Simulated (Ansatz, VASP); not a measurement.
# GaAs in VASP and in Ansatz

File INCAR:

```
ALGO = Normal
EDIFF = 1E-8
ENCUT = 520
GGA = PE
ISIF = 2
ISMEAR = -1
LASPH = True
LCHARG = False
LEFG = True
LREAL = False
LWAVE = False
NBANDS = 16
NELM = 80
PREC = Accurate
SIGMA = 0.05
```

The input KPOINTS:

```
k-points
0
Gamma
  11 11 11
```

POSCAR

```
GaAs
1.0
    0.0000000000      2.8455714065      2.8455714065
    2.8455714065      0.0000000000      2.8455714065
    2.8455714065      2.8455714065      0.0000000000
Ga As
1 1
Direct
    0.0000000000      0.0000000000      0.0000000000
    0.7500000000      0.7500000000      0.7500000000
```

Input for Ansatz:

```yaml
crystal:
  lattice:
    - [0.0, 2.8455714065, 2.8455714065]
    - [2.8455714065, 0.0, 2.8455714065]
    - [2.8455714065, 2.8455714065, 0.0]
  atoms:
    - { symbol: Ga, position: [0.0, 0.0, 0.0] }
    - { symbol: As, position: [0.75, 0.75, 0.75] }
kpoints:
  mp_grid: { grid: [11, 11, 11] }
scf:
  occupations: { method: fermi_dirac, width: 0.05 }
hamiltonian:
  xc: pbe
  pseudopotentials: { kind: all_electron, datasets: crystal }
output:
  forces: true
  stress: true
  eigenvalues: true
  efg: { contact_densities: true }
```

Change from the starting cell: volume scaled by 1.02, crystal datasets.

Alike in both runs: task electric field gradients; functional PBE; k mesh 11 × 11 × 11; occupations fermi-dirac, width 0.05 eV; no spin polarisation.

```csv
,VASP,Ansatz
version,VASP 6.6.1,Ansatz 0.2.0
potentials or method,"VASP PAW PBE potentials, release 64 (Ga_d, As), cutoff 520 eV","all-electron PAW with datasets made for the crystal, scalar-relativistic"
```

|  | VASP | Ansatz | Ansatz less VASP |
| --- | --- | --- | --- |
| pressure (GPa) | 2.0 | 1.9 | -0.18 |

Ansatz ran all-electron here, and VASP with PAW potentials.
